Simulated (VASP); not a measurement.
# AlN (P2_1) in VASP: further runs

The runs below take AlN through single point, with PBEsol.

Program: VASP 6.6.1. These are calculated values, not measurements. Logs are shortened: lines on timing, memory, paths and dates and some standing lists are left out, and cuts for length are marked.

## (1) The cell of the first run

It takes space group P2_1 (No. 4, monoclinic). The conventional cell has a = 3.114 Å, b = 4.983 Å, c = 3.114 Å, α = 90.00°, β = 120.00°, γ = 90.00°. Within 2.5 Å of Al (site symmetry 1) lie 4 N at 1.87 to 1.90 Å. N (site symmetry 1) has 4 Al at 1.87 to 1.90 Å within 2.5 Å.

## (2) Single point, PBEsol (atoms displaced along several vibrational modes)

INCAR reads:

```
SYSTEM = AlN
PREC     = Accurate       ! precision mode
ENCUT    = 520            ! plane-wave cutoff, eV
EDIFF    = 1E-6           ! SCF threshold, eV
ISMEAR   = 0              ! smearing method
SIGMA    = 0.05           ! smearing width, eV
LREAL    = .FALSE.        ! projectors in reciprocal space
LASPH    = .TRUE.         ! aspherical terms in the spheres
NELM     = 80             ! most SCF steps
ALGO     = Normal         ! electronic algorithm
ISIF     = 2              ! what is computed and relaxed
LWAVE    = .FALSE.        ! write WAVECAR
LCHARG   = .FALSE.        ! write CHGCAR
GGA      = PS             ! functional
NBANDS   = 26             ! bands
```

KPOINTS reads:

```
Automatic mesh
0
G
  8 8 8
  0 0 0
```

POSCAR reads:

```
AlN
1.0
   -3.1135599857      0.0000000000      0.0000000000
    0.0000000000      5.3928440876      0.0000000000
    1.5567799928     -2.6964220438     -4.9833504711
Al N
4 4
Direct
    1.0105497277      0.3337814449      0.9984886819
    0.5105497277      0.8337814449      0.9984886819
    0.2379389541      0.9147072369      0.4984886819
    0.7379389541      0.4147072369      0.4984886819
    0.7981561988      0.1441855807      0.6165124308
    0.2981561988      0.6441855807      0.6165124308
    0.0683562320      0.7223268502      0.1165124308
    0.5683562320      0.2223268502      0.1165124308
```

Potentials or basis: VASP PAW PBE potentials, release 64 (Al, N).

On the command line:

```bash
$ cat potpaw_PBE.64/Al/POTCAR potpaw_PBE.64/N/POTCAR > POTCAR
$ mpirun -np 1 vasp_std > vasp.out
```

OUTCAR:

```text
SYSTEM = AlN
   PREC = Accurate
   ENCUT = 520
   EDIFF = 1E-6
   ISMEAR = 0
   LREAL = .FALSE.
   LASPH = .TRUE.
   NELM = 80
   ISIF = 2
   GGA = PS

 ion  position               nearest neighbor table
   1  0.011  0.334  0.998-   7 1.87   8 1.90   8 1.90   5 1.90   3 3.04   4 3.04   3 3.07   4 3.07
                             4 3.11   3 3.11   2 3.11   2 3.11   2 3.11   2 3.11
   2  0.511  0.834  0.998-   8 1.87   7 1.90   7 1.90   6 1.90   4 3.04   3 3.04   4 3.07   3 3.07
                             3 3.11   4 3.11   1 3.11   1 3.11   1 3.11   1 3.11
   3  0.238  0.915  0.498-   6 1.87   5 1.90   5 1.90   7 1.90   1 3.04   2 3.04   1 3.07   2 3.07
                             2 3.11   1 3.11   4 3.11   4 3.11   4 3.11   4 3.11
   4  0.738  0.415  0.498-   5 1.87   6 1.90   6 1.90   8 1.90   2 3.04   1 3.04   2 3.07   1 3.07
                             1 3.11   2 3.11   3 3.11   3 3.11   3 3.11   3 3.11
   5  0.798  0.144  0.617-   4 1.87   3 1.90   3 1.90   1 1.90
   6  0.298  0.644  0.617-   3 1.87   4 1.90   4 1.90   2 1.90
   7  0.068  0.722  0.117-   1 1.87   2 1.90   2 1.90   3 1.90
   8  0.568  0.222  0.117-   2 1.87   1 1.90   1 1.90   4 1.90

  LATTYP: Found a body centered orthorhombic cell.
 ALAT       =     3.1135599857
 B/A-ratio  =     1.7320508076
 C/A-ratio  =     3.2010627667

  Lattice vectors:

 A1 = (  -1.5567799928,   2.6964220438,   4.9833504711)
 A2 = (   1.5567799929,  -2.6964220438,   4.9833504711)
 A3 = (   1.5567799928,   2.6964220438,  -4.9833504711)

Analysis of symmetry for initial positions (statically):
=====================================================================
 Subroutine PRICEL returns following result:

  LATTYP: Found a hexagonal cell.
 ALAT       =     3.1135599857
 C/A-ratio  =     1.6005313834

  Lattice vectors:

 A1 = (   3.1135599857,  -0.0000000000,   0.0000000000)
 A2 = (  -1.5567799929,  -2.6964220438,   0.0000000000)
 A3 = (  -0.0000000000,   0.0000000000,  -4.9833504711)

   2 primitive cells build up your supercell.

 Routine SETGRP: Setting up the symmetry group for a
 body centered orthorhombic supercell.

 Subroutine GETGRP returns: Found  2 space group operations
 (whereof  1 operations were pure point group operations)
 out of a pool of  8 trial point group operations.

The static configuration has the point symmetry C_1 .
 The point group associated with its full space group is C_2 .

Analysis of symmetry for dynamics (positions and initial velocities):
=====================================================================
 Subroutine PRICEL returns following result:

[... 131 lines left out ...]
   ISYM   =      2    0-nonsym 1-usesym 2-fastsym
   POTIM  = 0.5000    time-step for ionic-motion
   TEBEG  =    0.0;   TEEND  =   0.0 temperature during run
   PSTRESS=    0.0 pullay stress
   NELECT =      32.0000    total number of electrons
   NUPDOWN=      -1.0000    fix difference up-down
   EMIN   =  10.00;   EMAX   =-10.00  energy-range for DOS
   EFERMI =   0.00;   METHOD = LEGACY
   ISMEAR =     0;   SIGMA  =   0.05  broadening in eV -4-tet -1-fermi 0-gaus
   EFERMI_NEDOS =   21; number of points for ismear=-14 and -15
   IALGO  =     38    algorithm
   IMIX   =      4    mixing-type and parameters
     AMIX     =   0.40;   BMIX     =  1.00
     AMIX_MAG =   1.60;   BMIX_MAG =  1.00
  volume/ion in A,a.u.               =      10.46        70.58
  Fermi-wavevector in a.u.,A,eV,Ry     =   1.188300  2.245561 19.212190  1.412056
  Thomas-Fermi vector in A             =   2.324432
   LORBIT       =      0    0 simple, 1 ext, 2 COOP (PROOUT), +10 PAW based schemes
   GGA     = PS    functional components
   LHFCALC =     F    Hartree Fock is set to
   AEXX    =    0.0000 exact exchange contribution
   IVDW    =     0    specifies the selected vdW correction
   LEPSILON=     F    determine dielectric tensor
   LRPA    =     F    only Hartree local field effects (RPA)
 non-spin polarized calculation
 Gauss-broadening in eV      SIGMA  =   0.05
  energy-cutoff  :      520.00
  volume of cell :       83.68
 maximum number of plane-waves:      2272
   NGX = 11   NGY = 21   NGZ = 21

 number of electron      31.9999998 magnetization

 Free energy of the ion-electron system (eV)
  ---------------------------------------------------
  ext. energy  EPLUGINS =         0.00000000
  ---------------------------------------------------
  free energy    TOTEN  =       -62.59325879 eV

  energy without entropy =      -62.59325879  energy(sigma->0) =      -62.59325879

 E-fermi :   6.3419     XC(G=0): -11.1006

 val. band max:        6.0611444834   @ k =   0.0000   0.0000   0.0000
 cond. band min:      10.1581405570   @ k =   0.0000   0.0000   0.0000
 fundamental gap:      4.0969960737
 Fermi energy:         6.3418875953

 k-point     1 :       0.0000    0.0000    0.0000
  band No.  band energies     occupation
      1      -9.1094      2.00000
      2      -6.9287      2.00000
      3      -6.7326      2.00000
      4      -6.7326      2.00000
      5       0.0029      2.00000
      6       0.3690      2.00000
[... 685 lines left out ...]
     25      17.0146      0.00000
     26      17.2494      0.00000

 [... further k-points ...]

------------------------ aborting loop because EDIFF is reached ----------------------------------------

  FORCE on cell =-STRESS in cart. coord.  units (eV):
  Direction    XX          YY          ZZ          XY          YZ          ZX
  --------------------------------------------------------------------------------------
  -------------------------------------------------------------------------------------
  Total       -0.8551937      0.9053435      0.0219215     -0.0785991      0.0000000      0.0000000
  in kB      -16.3748952     17.3351424      0.4197448     -1.5049825      0.0000000      0.0000000
  external PRESSURE =       0.4599973 kB  Pullay stress =       0.0000000 kB

 VOLUME and BASIS-vectors are now :
 -----------------------------------------------------------------------------
  energy-cutoff  :      520.00
  volume of cell :       83.68
      direct lattice vectors                 reciprocal lattice vectors
    -3.113559986  0.000000000  0.000000000    -0.321175762  0.000000000 -0.100334103
     0.000000000  5.392844088  0.000000000     0.000000000  0.185430912 -0.100334103
     1.556779993 -2.696422044 -4.983350471     0.000000000  0.000000000 -0.200668206

 POSITION                                       TOTAL-FORCE (eV/Angst)
 -----------------------------------------------------------------------------------
      1.52158     -0.89232     -4.97582         0.189048     -0.281586      0.014801
     -0.03520      1.80411     -4.97582         0.189048     -0.281586      0.014801
      0.03520      3.58874     -2.48414        -0.189048      0.281586      0.014801
     -1.52158      0.89232     -2.48414        -0.189048      0.281586      0.014801
     -1.52533     -0.88481     -3.07230        -0.090452     -0.318650     -0.014801
      0.03145      1.81161     -3.07230        -0.090452     -0.318650     -0.014801
     -0.03145      3.58123     -0.58062         0.090452      0.318650     -0.014801
     -1.58823      0.88481     -0.58062         0.090452      0.318650     -0.014801
 -----------------------------------------------------------------------------------
    total drift:                                0.000036     -0.000028      0.001043

  FREE ENERGIE OF THE ION-ELECTRON SYSTEM (eV)
  ---------------------------------------------------
  free  energy   TOTEN  =       -62.5932587898 eV

  energy  without entropy=      -62.5932587898  energy(sigma->0) =      -62.59325879
```

OSZICAR:

```text
N       E                     dE             d eps       ncg     rms          rms(c)
DAV:   1     0.106325954828E+03    0.10633E+03   -0.14758E+04  7800   0.111E+03
DAV:   2    -0.619796611981E+02   -0.16831E+03   -0.15787E+03 10504   0.227E+02
DAV:   3    -0.714042141055E+02   -0.94246E+01   -0.93720E+01 10620   0.546E+01
DAV:   4    -0.714875883574E+02   -0.83374E-01   -0.83326E-01  9040   0.592E+00
DAV:   5    -0.714887312610E+02   -0.11429E-02   -0.11427E-02 10460   0.694E-01    0.166E+01
DAV:   6    -0.626881746471E+02    0.88006E+01   -0.26979E+01  9796   0.275E+01    0.601E+00
DAV:   7    -0.626661226851E+02    0.22052E-01   -0.14686E+00  9340   0.611E+00    0.405E+00
DAV:   8    -0.626044349598E+02    0.61688E-01   -0.18007E-01  9166   0.283E+00    0.718E-01
DAV:   9    -0.625927146202E+02    0.11720E-01   -0.42803E-02 10382   0.107E+00    0.352E-01
DAV:  10    -0.625934148530E+02   -0.70023E-03   -0.31752E-03  8990   0.295E-01    0.230E-01
DAV:  11    -0.625932615003E+02    0.15335E-03   -0.32163E-04  9404   0.102E-01    0.484E-02
DAV:  12    -0.625932600180E+02    0.14823E-05   -0.88915E-06  9730   0.197E-02    0.118E-02
DAV:  13    -0.625932587124E+02    0.13056E-05   -0.69279E-06  9572   0.143E-02    0.423E-03
DAV:  14    -0.625932587898E+02   -0.77435E-07   -0.18259E-07  4846   0.291E-03
   1 F= -.62593259E+02 E0= -.62593259E+02  d E =-.112012E-17
```

It took 4.9 min on 1 thread of Intel Xeon 8259CL, shared host; peak memory 0.37 GiB.

Results:

* Free energy: -62.5933 eV
* Pressure: 0.0 GPa
* Largest force: 0.339 eV/Å
* Band gap on the k mesh: 4.10 eV

Forces in eV/Å, atoms in the order of the input:
```
Al   0.189 -0.282  0.015
Al   0.189 -0.282  0.015
Al  -0.189  0.282  0.015
Al  -0.189  0.282  0.015
N   -0.090 -0.319 -0.015
N   -0.090 -0.319 -0.015
N    0.090  0.319 -0.015
N    0.090  0.319 -0.015
```

Stress tensor (GPa, compression positive):
```
-1.64 -0.15  0.00
-0.15  1.73  0.00
 0.00  0.00  0.04
```

Caveat: the cell differs from its parent crystal (atoms displaced along several vibrational modes); the PAW data sets were made with another functional, which shifts forces and pressure a little. A k mesh can miss the band edges.

## (3) Single point, PBEsol (atoms displaced along several vibrational modes)

INCAR reads:

```
ALGO     = Normal         # electronic algorithm
EDIFF    = 1E-6           # SCF threshold, eV
ENCUT    = 520            # plane-wave cutoff, eV
GGA      = PS             # functional
ISIF     = 2              # what is computed and relaxed
ISMEAR   = 0              # smearing method
LASPH    = True           # aspherical terms in the spheres
LCHARG   = False          # write CHGCAR
LREAL    = False          # projectors in reciprocal space
LWAVE    = False          # write WAVECAR
NBANDS   = 26             # bands
NELM     = 60             # most SCF steps
PREC     = Accurate       # precision mode
SIGMA    = 0.05           # smearing width, eV
```

KPOINTS reads:

```
k-points
0
Gamma
  8 8 8
```

POSCAR reads:

```
AlN
1.0
   -3.1135599857      0.0000000000      0.0000000000
    0.0000000000      5.3928440876      0.0000000000
    1.5567799928     -2.6964220438     -4.9833504711
Al N
4 4
Direct
    1.0048982356      0.3313751049      0.9984910843
    0.5048982356      0.8313751049      0.9984910843
    0.2435928488      0.9171159795      0.4984910843
    0.7435928488      0.4171159795      0.4984910843
    0.8032038932      0.1389912029      0.6165078030
    0.3032038932      0.6389912029      0.6165078030
    0.0633039098      0.7275166000      0.1165078030
    0.5633039098      0.2275166000      0.1165078030
```

Potentials or basis: VASP PAW PBE potentials, release 64 (Al, N).

On the command line:

```bash
$ cat potpaw_PBE.64/Al/POTCAR potpaw_PBE.64/N/POTCAR > POTCAR
$ mpirun -np 1 vasp_std > vasp.out
```

Wall time 3.1 min (1 thread of AMD EPYC 9R45 (Zen 5), shared host); peak memory 0.33 GiB.

It converged, with:

| Item | Value |
| --- | --- |
| Free energy | -62.6080 eV |
| Pressure | 0.1 GPa |
| Largest force | 0.302 eV/Å |
| Band gap on the k mesh | 4.11 eV |

Forces on the atoms (eV/Å):
```
Al   0.099  0.267  0.008
Al   0.099  0.267  0.008
Al  -0.099 -0.267  0.008
Al  -0.099 -0.267  0.008
N   -0.044  0.298 -0.008
N   -0.044  0.298 -0.008
N    0.044 -0.298 -0.008
N    0.044 -0.298 -0.008
```

Stress tensor (GPa, compression positive):
```
 1.63 -0.04  0.00
-0.04 -1.46  0.00
 0.00  0.00  0.04
```

Levels at points of the mesh, in eV from the valence-band top:
```
           k point  band 14  band 15  band 16  band 17  band 18  band 19
(0.00, 0.00, 0.00)    -0.26    -0.19     0.00     4.11     5.22     5.22
(0.50, 0.00, 0.00)    -2.04    -0.92    -0.92     6.06     6.06     7.15
(0.00, 0.50, 0.00)    -0.67    -0.63    -0.63     5.93     5.93     7.27
(0.50, 0.50, 0.00)    -1.34    -1.34    -0.68     5.12     5.12     5.63
(0.50, 0.50, 0.50)    -1.38    -1.38    -0.69     5.17     5.17     5.62
(0.00, 0.00, 0.50)    -0.60    -0.52    -0.52     5.56     5.70     6.36
```

Caveat: the cell differs from its parent crystal (atoms displaced along several vibrational modes); the PAW data sets were made with another functional, which shifts forces and pressure a little. A k mesh can miss the band edges.
